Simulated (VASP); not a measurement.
# SnO: single point with PBE+D3(BJ)

System: SnO, a slab with vacuum.

```
CELL_PARAMETERS angstrom
3.83692 0.00000 0.00000
0.00003 3.83692 0.00000
0.00000 0.00000 30.63492
ATOMIC_POSITIONS crystal
Sn 0.74999 0.25001 0.46218
Sn 0.24999 0.75001 0.53782
O 0.25000 0.25000 0.50000
O 0.75000 0.75000 0.50000
```

This cell differs from its parent crystal: a layer taken out of the bulk.

```
Program             : VASP 6.6.1
Task                : single point
Functional          : PBE
Dispersion          : D3(BJ)
Potentials or basis : VASP PAW PBE potentials, release 64 (Sn_d, O_h)
Cutoff              : 1000 eV
k mesh              : 6 × 6 × 1
Occupations         : gaussian, width 0.1 eV
Spin                : no spin polarisation
```

```yaml
Largest_force: 0.403 eV/Å
Band_gap_on_the_k_mesh: 2.97 eV (least direct gap 3.01 eV)
Dispersion_energy_per_atom: -0.136 eV
```

Forces in eV/Å, atoms in the order of the input:
```
Sn   0.000  0.000 -0.403
Sn   0.000  0.000  0.403
O    0.000  0.000  0.000
O    0.000  0.000  0.000
```

Levels at points of the mesh, in eV from the valence-band top:
| k point | band 16 | band 17 | band 18 | band 19 | band 20 | band 21 | band 22 | band 23 | band 24 | band 25 |
| --- | --- | --- | --- | --- | --- | --- | --- | --- | --- | --- |
| (0.00, 0.00, 0.00) | -3.70 | -2.17 | -1.86 | -1.86 | -0.04 | 2.97 | 3.00 | 5.18 | 5.24 | 5.54 |
| (0.50, 0.00, 0.00) | -3.80 | -3.47 | -3.47 | -0.53 | -0.53 | 3.23 | 3.23 | 5.69 | 5.69 | 7.22 |
| (0.50, 0.50, 0.00) | -3.93 | -1.20 | -1.20 | -0.68 | -0.68 | 3.13 | 3.13 | 5.25 | 5.25 | 6.55 |

Wall time 13 min on 1 thread of Intel(R) Xeon(R) Platinum 8488C (Sapphire Rapids) (shared host), peak memory 1.1 GiB.

Caveat: the cell differs from its parent crystal (a layer taken out of the bulk); spin-orbit coupling is left out, which moves the levels of the heavy elements.
